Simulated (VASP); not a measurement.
## ZnS: single point with PBE

Crystal: ZnS.

```xyz
2
Lattice="0.0000 2.7046 2.7046 2.7046 0.0000 2.7046 2.7046 2.7046 0.0000" Properties=species:S:1:pos:R:3 pbc="T T T"
Zn   -0.1591   -0.1591    0.0000
S     4.0570    4.0570    4.0570
```

This cell differs from its parent crystal: atom 1 (Zn) moved by (-0.225, +0.000) A along [1 1 0] and z.

```
Program             : VASP 6.6.1
Task                : single point
Functional          : PBE
Potentials or basis : VASP PAW PBE potentials, release 64 (Zn, S)
Cutoff              : 520 eV
k mesh              : 10 × 10 × 10
Occupations         : gaussian, width 0.05 eV
Spin                : no spin polarisation
```

```
Pressure               : 3.3 GPa
Largest force          : 1.529 eV/Å
Band gap on the k mesh : 2.02 eV, direct
```

Forces on the atoms (eV/Å):
```
Zn   0.995  0.995  0.599
S   -0.995 -0.995 -0.599
```

Stress tensor (GPa, compression positive):
```
2.92 2.11 4.02
2.11 2.92 4.02
4.02 4.02 3.93
```

Levels at points of the mesh, in eV from the valence-band top:
```csv
k point,band 7,band 8,band 9,band 10,band 11,band 12
"(0.00, 0.00, 0.00)",-0.38,-0.06,0.00,2.02,6.22,6.35
"(0.50, 0.00, 0.00)",-5.30,-1.31,-0.60,3.20,6.22,7.51
"(0.00, 0.00, 0.50)",-4.92,-1.11,-0.66,2.94,6.21,6.99
"(0.50, 0.50, 0.50)",-5.66,-1.27,-0.84,3.50,6.69,7.44
"(0.50, 0.50, 0.00)",-4.69,-2.36,-2.13,3.22,3.92,10.79
"(0.00, 0.50, 0.50)",-4.63,-2.35,-2.21,3.13,4.07,10.77
```

Run time: 3.2 min on 1 thread of Intel(R) Xeon(R) Platinum 8259CL CPU @ 2.50GHz (Skylake/Cascade Lake), on a shared host, peak memory 0.29 GiB.

Caveat: the cell differs from its parent crystal (atom 1 (Zn) moved by (-0.225, +0.000) A along [1 1 0] and z); forces of over 1 eV/Å act on the atoms, so gaps and moduli don't describe the material at rest.
